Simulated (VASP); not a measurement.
A run of VASP 6.6.1 is set up as follows.

File INCAR:

```
SYSTEM = InSb
PREC = Accurate
ENCUT = 520
EDIFF = 1E-8
ISMEAR = -1
SIGMA = 0.08
LREAL = .False.
LASPH = .True.
NELM = 60
ALGO = Normal
ISIF = 2
LWAVE = .False.
LCHARG = .False.
GGA = CA
LEFG = .True.
NBANDS = 26
```

The input KPOINTS:

```
Automatic mesh
0
Gamma
  6 6 11
  0 0 0
```

Contents of POSCAR:

```
InSb
1.0
    5.2845992329      0.0000000000      0.0000000000
    0.0000000000      5.6348013474      0.0000000000
    0.0000000000      0.0000000000      3.0216030335
In Sb
2 2
Direct
    0.0000000000      0.0000000000      0.0000000000
    0.5000000000      0.5000000000      0.0000000000
    0.5000000000      0.0000000000      0.8350000000
    0.0000000000      0.5000000000      0.1650000000
```

Potentials or basis: VASP PAW LDA potentials, release 64 (In_d, Sb).

Run with:

```sh
$ cat potpaw_LDA.64/In_d/POTCAR potpaw_LDA.64/Sb/POTCAR > POTCAR
$ mpirun -np 1 vasp_std > vasp.out
```

(1) Predict the band gap on the k mesh.

(2) Estimate the largest force.

## Answers

(1) zero (band 18 reaches 11.79 eV, above the bottom of band 19 at 8.28 eV).

(2) 0.728 eV/Å.

Caveat: without QUAD_EFG the Cq values of the log hold for a quadrupole moment of 1 mb, not for the nuclei; spin-orbit coupling is left out, which moves the levels of the heavy elements.
